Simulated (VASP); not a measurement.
# TiHO in VASP: further runs

The runs below take TiHO through single point, with PBE.

Everything below comes from runs of VASP 6.6.1. Logs are shortened: lines on timing, memory, paths and dates and some standing lists are left out, and cuts for length are marked.

**1. The cell of the first run**

Symmetry: Pmmm, No. 47, orthorhombic system. The conventional cell has a = 3.247 Å, b = 3.348 Å, c = 4.877 Å, α = 90.00°, β = 90.00°, γ = 90.00°. Ti (site symmetry mmm) has 4 H at 2.05 Å and 4 O at 2.06 Å within 2.7 Å. Within 2.7 Å of Ti (site symmetry mmm) lie 4 O at 2.04 Å and 4 H at 2.05 Å. Within 2.7 Å of H (site symmetry mm2) lie 4 Ti at 2.05 Å and 4 O at 2.33 Å and 2 H at 2.38 to 2.50 Å. Within 2.7 Å of O (site symmetry mm2) lie 4 Ti at 2.04 to 2.06 Å and 4 H at 2.33 Å and 2 O at 2.40 to 2.48 Å.

**2. Single point, PBE, collinear spin**

File INCAR:

```
SYSTEM = TiHO
ALGO = Normal
EDIFF = 1E-7
ENCUT = 520
GGA = PE
ISIF = 2
ISMEAR = 0
ISPIN = 2
LASPH = .True.
LCHARG = .False.
LMAXMIX = 4
LORBIT = 11
LREAL = .False.
LWAVE = .False.
MAGMOM = 1 -1 0 0 0 0
NBANDS = 32
NELM = 150
PREC = Accurate
SIGMA = 0.1
```

File KPOINTS:

```
k-points
0
Gamma
  6 6 4
  0 0 0
```

File POSCAR:

```
TiHO
1.0
    3.2467834140      0.0000000000      0.0000000000
    0.0000000000      3.3484710941      0.0000000000
    0.0000000000      0.0000000000      4.8773306489
Ti H O
2 2 2
Direct
    0.0000000000      0.5000000000      0.0000000000
    0.5000000000      0.0000000000      0.5000000000
    0.5000000000      0.5000000000      0.2561794751
    0.5000000000      0.5000000000      0.7438205249
    0.0000000000      0.0000000000      0.7539771620
    0.0000000000      0.0000000000      0.2460228380
```

Potentials or basis: VASP PAW PBE potentials, release 64 (Ti_sv, H, O).

Run with:

```bash
cat potpaw_PBE.64/Ti_sv/POTCAR potpaw_PBE.64/H/POTCAR potpaw_PBE.64/O/POTCAR > POTCAR
mpirun -np 1 vasp_std > vasp.out
```

OUTCAR:

```text
SYSTEM = TiHO
   EDIFF = 1E-7
   ENCUT = 520
   GGA = PE
   ISIF = 2
   ISMEAR = 0
   ISPIN = 2
   LASPH = .True.
   LORBIT = 11
   LREAL = .False.
   NELM = 150
   PREC = Accurate

 ion  position               nearest neighbor table
   1  0.000  0.500  0.000-   5 2.06   6 2.06   5 2.06   6 2.06
   2  0.500  0.000  0.500-   5 2.04   6 2.04   5 2.04   6 2.04
   3  0.500  0.500  0.256-
   4  0.500  0.500  0.744-
   5  0.000  0.000  0.754-   2 2.04   2 2.04   1 2.06   1 2.06
   6  0.000  0.000  0.246-   2 2.04   2 2.04   1 2.06   1 2.06

  LATTYP: Found a simple orthorhombic cell.
 ALAT       =     3.2467834140
 B/A-ratio  =     1.0313195145
 C/A-ratio  =     1.5022038821

  Lattice vectors:

 A1 = (   3.2467834140,   0.0000000000,   0.0000000000)
 A2 = (   0.0000000000,   3.3484710941,   0.0000000000)
 A3 = (   0.0000000000,   0.0000000000,   4.8773306489)

Analysis of symmetry for initial positions (statically):
=====================================================================
 Subroutine PRICEL returns:
 Original cell was already a primitive cell.

 Routine SETGRP: Setting up the symmetry group for a
 simple orthorhombic supercell.

 Subroutine GETGRP returns: Found  8 space group operations
 (whereof  8 operations were pure point group operations)
 out of a pool of  8 trial point group operations.

The static configuration has the point symmetry D_2h.

Analysis of symmetry for dynamics (positions and initial velocities):
=====================================================================
 Subroutine PRICEL returns:
 Original cell was already a primitive cell.

 Routine SETGRP: Setting up the symmetry group for a
 simple orthorhombic supercell.

 Subroutine GETGRP returns: Found  8 space group operations
 (whereof  8 operations were pure point group operations)
 out of a pool of  8 trial point group operations.

The dynamic configuration has the point symmetry D_2h.

Analysis of structural, dynamic, and magnetic symmetry:
=====================================================================
 Subroutine PRICEL returns:
 Original cell was already a primitive cell.

 Routine SETGRP: Setting up the symmetry group for a
 simple orthorhombic supercell.

 Subroutine GETGRP returns: Found  8 space group operations
 (whereof  8 operations were pure point group operations)
 out of a pool of  8 trial point group operations.

The overall configuration has the point symmetry D_2h.

 Subroutine INISYM returns: Found  8 space group operations
 (whereof  8 operations are pure point group operations),
 and found     1 'primitive' translations

----------------------------------------------------------------------------------------

                                     Primitive cell

  volume of cell :      53.0252

  direct lattice vectors                    reciprocal lattice vectors
     3.246783414  0.000000000  0.000000000     0.307997138  0.000000000  0.000000000
     0.000000000  3.348471094  0.000000000     0.000000000  0.298643761  0.000000000
     0.000000000  0.000000000  4.877330649     0.000000000  0.000000000  0.205030184

  length of vectors
     3.246783414  3.348471094  4.877330649     0.307997138  0.298643761  0.205030184

  position of ions in fractional coordinates (direct lattice)
     0.000000000  0.500000000  0.000000000
     0.500000000  0.000000000  0.500000000
     0.500000000  0.500000000  0.256179475
     0.500000000  0.500000000  0.743820525
     0.000000000  0.000000000  0.753977162
     0.000000000  0.000000000  0.246022838

  ion indices of the primitive-cell ions
   primitive index   ion index
                 1           1
                 2           2
                 3           3
                 4           4
                 5           5
                 6           6

----------------------------------------------------------------------------------------

 KPOINTS: k-points
[... 27 lines left out ...]
  0.333333  0.000000  0.000000      2.000000
  0.500000  0.000000  0.000000      1.000000
  0.000000  0.166667  0.000000      2.000000
  0.166667  0.166667  0.000000      4.000000
[... 16 lines left out ...]
  0.333333  0.166667  0.250000      8.000000
  0.500000  0.166667  0.250000      4.000000
 [... further k-points ...]
   k-points           NKPTS =     48   k-points in BZ     NKDIM =     48   number of bands    NBANDS=     32
   number of dos      NEDOS =    301   number of ions     NIONS =      6
   total plane-waves  NPLWV =  24192
   dimension x,y,z NGX =    24 NGY =   28 NGZ =   36
   dimension x,y,z NGXF=    48 NGYF=   56 NGZF=   72
   ions per type =               2   2   2
   NGX,Y,Z   is equivalent  to a cutoff of  12.29, 13.90, 12.27 a.u.
   NGXF,Y,Z  is equivalent  to a cutoff of  24.58, 27.80, 24.54 a.u.
 SYSTEM =  TiHO
   PREC   = accura    normal or accurate (medium, high low for compatibility)
   ISTART =      0    job   : 0-new  1-cont  2-samecut
   ICHARG =      2    charge: 1-file 2-atom 10-const
   ISPIN  =      2    spin polarized calculation?
   LNONCOLLINEAR =      F non collinear calculations
   LSORBIT =      F    spin-orbit coupling
   LASPH  =      T    aspherical Exc in radial PAW
   ENCUT  =  520.0 eV  38.22 Ry    6.18 a.u.   6.04  6.23  9.07*2*pi/ulx,y,z
   NELM   =    150;   NELMIN=  2; NELMDL= -5     # of ELM steps
   EDIFF  = 0.1E-06   stopping-criterion for ELM
   LREAL  =      F    real-space projection
   EDIFFG = 0.1E-05   stopping-criterion for IOM
   NSW    =      0    number of steps for IOM
   IBRION =     -1    ionic relax: 0-MD 1-quasi-New 2-CG
   NFREE  =      0    steps in history (QN), initial steepest desc. (CG)
   ISIF   =      2    stress and relaxation
   ISYM   =      2    0-nonsym 1-usesym 2-fastsym
   POTIM  = 0.5000    time-step for ionic-motion
   TEBEG  =    0.0;   TEEND  =   0.0 temperature during run
   PSTRESS=    0.0 pullay stress
   NELECT =      38.0000    total number of electrons
   NUPDOWN=      -1.0000    fix difference up-down
   EMIN   =  10.00;   EMAX   =-10.00  energy-range for DOS
   EFERMI =   0.00;   METHOD = LEGACY
   ISMEAR =     0;   SIGMA  =   0.10  broadening in eV -4-tet -1-fermi 0-gaus
   EFERMI_NEDOS =   21; number of points for ismear=-14 and -15
   IALGO  =     38    algorithm
   IMIX   =      4    mixing-type and parameters
     AMIX     =   0.40;   BMIX     =  1.00
     AMIX_MAG =   1.60;   BMIX_MAG =  1.00
  volume/ion in A,a.u.               =       8.84        59.64
  Fermi-wavevector in a.u.,A,eV,Ry     =   1.465015  2.768477 29.201753  2.146268
  Thomas-Fermi vector in A             =   2.580922
   LORBIT       =     11    0 simple, 1 ext, 2 COOP (PROOUT), +10 PAW based schemes
   GGA     = PE    functional components
   LHFCALC =     F    Hartree Fock is set to
   AEXX    =    0.0000 exact exchange contribution
   IVDW    =     0    specifies the selected vdW correction
   LEPSILON=     F    determine dielectric tensor
   LRPA    =     F    only Hartree local field effects (RPA)
 spin polarized calculation
 Gauss-broadening in eV      SIGMA  =   0.10
  energy-cutoff  :      520.00
  volume of cell :       53.03
 maximum number of plane-waves:      1448
   NGX = 13   NGY = 13   NGZ = 19

 number of electron      38.0000011 magnetization       0.0259032

 number of electron      38.0000011 magnetization      -0.1216958

 Free energy of the ion-electron system (eV)
  ---------------------------------------------------
  ext. energy  EPLUGINS =         0.00000000
  ---------------------------------------------------
  free energy    TOTEN  =       -41.60444918 eV

  energy without entropy =      -41.57743786  energy(sigma->0) =      -41.59094352

 E-fermi :   8.0007     XC(G=0): -11.5004

 val. band max:        7.9918001810   @ k =   0.5000   0.3333   0.2500
 cond. band min:       8.0045415087   @ k =   0.5000   0.1667   0.5000
 fundamental gap:      0.0127413278
 Fermi energy:         8.0006571865

 spin component 1

 k-point     1 :       0.0000    0.0000    0.0000
  band No.  band energies     occupation
      1     -50.4160      1.00000
      2     -50.0450      1.00000
      3     -26.8225      1.00000
      4     -26.6204      1.00000
      5     -26.5492      1.00000
      6     -26.4684      1.00000
[... 805 lines left out ...]
     30      14.5609      0.00000
     31      17.1712      0.00000

 [... further k-points ...]

 spin component 2

 k-point     1 :       0.0000    0.0000    0.0000
  band No.  band energies     occupation
      1     -50.5181      1.00000
      2     -50.0497      1.00000
      3     -26.9259      1.00000
      4     -26.7114      1.00000
      5     -26.6414      1.00000
      6     -26.3433      1.00000
[... 805 lines left out ...]
     30      14.6469      0.00000
     31      17.3601      0.00000

 [... further k-points ...]

 [bands above 31 left out]

------------------------ aborting loop because EDIFF is reached ----------------------------------------

  FORCE on cell =-STRESS in cart. coord.  units (eV):
  Direction    XX          YY          ZZ          XY          YZ          ZX
  --------------------------------------------------------------------------------------
  -------------------------------------------------------------------------------------
  Total        0.0750244      0.1723797     -0.2222707      0.0000000      0.0000000      0.0000000
  in kB        2.2668945      5.2085241     -6.7159992      0.0000000      0.0000000      0.0000000
  external PRESSURE =       0.2531398 kB  Pullay stress =       0.0000000 kB

 VOLUME and BASIS-vectors are now :
 -----------------------------------------------------------------------------
  energy-cutoff  :      520.00
  volume of cell :       53.03
      direct lattice vectors                 reciprocal lattice vectors
     3.246783414  0.000000000  0.000000000     0.307997138  0.000000000  0.000000000
     0.000000000  3.348471094  0.000000000     0.000000000  0.298643761  0.000000000
     0.000000000  0.000000000  4.877330649     0.000000000  0.000000000  0.205030184

 POSITION                                       TOTAL-FORCE (eV/Angst)
 -----------------------------------------------------------------------------------
      0.00000      1.67424      0.00000        -0.000000     -0.000000      0.000000
      1.62339      0.00000      2.43867        -0.000000     -0.000000      0.000000
      1.62339      1.67424      1.24947        -0.000000      0.000000     -0.025517
      1.62339      1.67424      3.62786        -0.000000     -0.000000      0.025517
      0.00000      0.00000      3.67740        -0.000000     -0.000000      0.138546
      0.00000      0.00000      1.19993         0.000000     -0.000000     -0.138546
 -----------------------------------------------------------------------------------
    total drift:                                0.000000      0.000000     -0.000000

  FREE ENERGIE OF THE ION-ELECTRON SYSTEM (eV)
  ---------------------------------------------------
  free  energy   TOTEN  =       -41.6044491839 eV

  energy  without entropy=      -41.5774378634  energy(sigma->0) =      -41.59094352

 total charge

# of ion       s       p       d       tot
------------------------------------------
    1        2.159   6.164   1.835  10.158
    2        2.159   6.172   1.838  10.169
    3        0.556   0.011   0.000   0.567
    4        0.556   0.011   0.000   0.567
    5        1.569   3.509   0.000   5.078
    6        1.569   3.509   0.000   5.078
--------------------------------------------------
tot          8.570  19.375   3.672  31.618

 magnetization (x)

# of ion       s       p       d       tot
------------------------------------------
    1        0.005   0.004   0.353   0.362
    2       -0.005  -0.004  -0.458  -0.467
    3        0.001  -0.000   0.000   0.001
    4        0.001  -0.000   0.000   0.001
    5       -0.000  -0.002   0.000  -0.002
    6       -0.000  -0.002   0.000  -0.002
--------------------------------------------------
tot          0.003  -0.004  -0.105  -0.106
```

Wall time 5.2 min (1 thread of Intel Xeon 8259CL, shared host); peak memory 0.26 GiB.

Results:

* Free energy: -41.6044 eV
* Pressure: 0.0 GPa
* Largest force: 0.139 eV/Å
* Net moment: -0.12 μB per cell
* Site moments: Ti +0.36, -0.47; H +0.00; O -0.00 μB
* Valence electrons inside the program's atomic spheres: Ti 10.16, 10.17; H 0.57; O 5.08

Forces on the atoms (eV/Å):
```
Ti   0.000  0.000  0.000
Ti   0.000  0.000  0.000
H    0.000  0.000 -0.026
H    0.000  0.000  0.026
O    0.000  0.000  0.139
O    0.000  0.000 -0.139
```

Stress tensor (GPa, compression positive):
```
 0.23  0.00  0.00
 0.00  0.52  0.00
 0.00  0.00 -0.67
```

Levels at points of the mesh, in eV from the Fermi level:
Spin up:
```csv
k point,band 17,band 18,band 19,band 20,band 21,band 22
"(0.00, 0.00, 0.00)",-3.19,-2.62,-2.12,0.14,0.42,0.62
"(0.50, 0.00, 0.00)",-3.49,-1.91,-0.42,-0.01,0.24,0.57
"(0.00, 0.50, 0.00)",-3.39,-1.67,-0.28,0.14,0.43,0.50
"(0.50, 0.50, 0.00)",-4.85,-4.16,-0.24,-0.24,0.97,1.06
"(0.00, 0.00, 0.50)",-4.94,-4.73,-0.38,0.24,0.53,0.89
"(0.50, 0.00, 0.50)",-4.21,-1.87,-0.93,0.23,0.61,0.92
"(0.00, 0.50, 0.50)",-4.19,-1.89,-0.46,-0.03,0.47,0.68
"(0.50, 0.50, 0.50)",-5.42,-5.04,0.35,0.55,0.87,1.13
```
Spin down:
| k point | band 16 | band 17 | band 18 | band 19 | band 20 | band 21 | band 22 | band 23 |
| --- | --- | --- | --- | --- | --- | --- | --- | --- |
| (0.00, 0.00, 0.00) | -4.83 | -3.18 | -2.62 | -2.09 | 0.15 | 0.26 | 0.50 | 0.79 |
| (0.50, 0.00, 0.00) | -4.48 | -3.54 | -1.86 | -0.07 | 0.13 | 0.14 | 0.51 | 0.90 |
| (0.00, 0.50, 0.00) | -4.25 | -3.36 | -1.73 | -0.38 | -0.03 | 0.19 | 0.34 | 1.61 |
| (0.50, 0.50, 0.00) | -4.91 | -4.86 | -4.18 | -0.48 | -0.06 | 0.87 | 0.98 | 1.17 |
| (0.00, 0.00, 0.50) | -5.96 | -4.99 | -4.72 | -0.24 | 0.18 | 0.37 | 0.81 | 1.07 |
| (0.50, 0.00, 0.50) | -4.39 | -4.33 | -1.83 | -0.78 | 0.25 | 0.26 | 0.81 | 1.02 |
| (0.00, 0.50, 0.50) | -4.24 | -4.08 | -1.93 | -0.83 | 0.19 | 0.40 | 0.89 | 0.93 |
| (0.50, 0.50, 0.50) | -5.56 | -5.44 | -5.04 | 0.43 | 0.53 | 0.75 | 1.01 | 1.56 |

**3. Single point, PBE, collinear spin**

This run uses another cell than the first one, of 10.83 Å³/atom.

File INCAR:

```
ALGO = Normal
EDIFF = 1E-7
ENCUT = 520
GGA = PE
ISIF = 2
ISMEAR = 0
ISPIN = 2
LASPH = True
LCHARG = False
LMAXMIX = 4
LORBIT = 11
LREAL = False
LWAVE = False
MAGMOM = 1 -1 0 0 0 0
NBANDS = 32
NELM = 150
PREC = Accurate
SIGMA = 0.1
```

File KPOINTS:

```
k-points
0
Gamma
  6 6 4
```

File POSCAR:

```
TiHO
1.0
    3.5811540000      0.0000000000      0.0000000000
    0.0000000000      3.5811540000      0.0000000000
    0.0000000000      0.0000000000      5.0645165600
Ti H O
2 2 2
Direct
    0.0000000000      0.5000000000      0.0000000000
    0.5000000000      0.0000000000      0.5000000000
    0.5000000000      0.5000000000      0.2500000000
    0.5000000000      0.5000000000      0.7500000000
    0.0000000000      0.0000000000      0.7500000000
    0.0000000000      0.0000000000      0.2500000000
```

Potentials or basis: VASP PAW PBE potentials, release 64 (Ti_sv, H, O).

Run with:

```bash
cat potpaw_PBE.64/Ti_sv/POTCAR potpaw_PBE.64/H/POTCAR potpaw_PBE.64/O/POTCAR > POTCAR
mpirun -np 1 vasp_std > vasp.out
```

Wall time 3.9 min (1 thread of Intel Xeon 8259CL, shared host); peak memory 0.25 GiB.

The run converged. Its results:

| Item | Value |
| --- | --- |
| Free energy | -40.5622 eV |
| Pressure | -23.0 GPa |
| Band gap on the k mesh | zero (filled and empty bands overlap) |
| Net moment | 0.00 μB per cell |
| Site moments | Ti +0.63, -0.63; H +0.00; O +0.00 μB |
| Valence electrons inside the program's atomic spheres | Ti 9.94; H 0.53; O 4.97 |

Stress tensor (GPa, compression positive):
```
-25.41   0.00   0.00
  0.00 -25.41   0.00
  0.00   0.00 -18.05
```

Levels at points of the mesh, in eV from the Fermi level:
Spin up:
| k point | band 16 | band 17 | band 18 | band 19 | band 20 | band 21 | band 22 | band 23 |
| --- | --- | --- | --- | --- | --- | --- | --- | --- |
| (0.00, 0.00, 0.00) | -4.04 | -2.65 | -1.69 | -1.40 | 0.15 | 0.43 | 0.45 | 0.77 |
| (0.50, 0.00, 0.00) | -3.54 | -2.30 | -1.50 | -0.34 | -0.08 | 0.42 | 0.62 | 1.19 |
| (0.50, 0.50, 0.00) | -3.85 | -3.83 | -2.84 | -0.22 | -0.09 | 0.64 | 0.94 | 1.18 |
| (0.00, 0.00, 0.50) | -4.56 | -3.91 | -3.89 | -0.23 | 0.20 | 0.61 | 0.68 | 0.96 |
| (0.50, 0.00, 0.50) | -3.51 | -3.36 | -1.69 | -0.66 | 0.10 | 0.64 | 0.83 | 1.04 |
| (0.50, 0.50, 0.50) | -4.73 | -4.02 | -4.01 | 0.22 | 0.43 | 0.90 | 1.05 | 1.21 |
Spin down:
| k point | band 15 | band 16 | band 17 | band 18 | band 19 | band 20 | band 21 | band 22 | band 23 | band 24 |
| --- | --- | --- | --- | --- | --- | --- | --- | --- | --- | --- |
| (0.00, 0.00, 0.00) | -4.05 | -4.04 | -2.65 | -1.69 | -1.40 | 0.15 | 0.43 | 0.45 | 0.77 | 1.26 |
| (0.50, 0.00, 0.00) | -4.30 | -3.70 | -2.36 | -1.43 | -0.20 | 0.06 | 0.58 | 0.70 | 0.80 | 1.58 |
| (0.50, 0.50, 0.00) | -4.58 | -3.85 | -3.83 | -2.84 | -0.22 | -0.09 | 0.64 | 0.94 | 1.18 | 1.62 |
| (0.00, 0.00, 0.50) | -4.65 | -4.56 | -3.91 | -3.89 | -0.23 | 0.20 | 0.61 | 0.68 | 0.96 | 1.19 |
| (0.50, 0.00, 0.50) | -3.72 | -3.52 | -3.51 | -1.65 | -0.36 | -0.03 | 0.29 | 1.05 | 1.06 | 1.12 |
| (0.50, 0.50, 0.50) | -4.74 | -4.73 | -4.02 | -4.01 | 0.22 | 0.43 | 0.90 | 1.05 | 1.21 | 1.76 |

Caveat: the cell stands under tension.
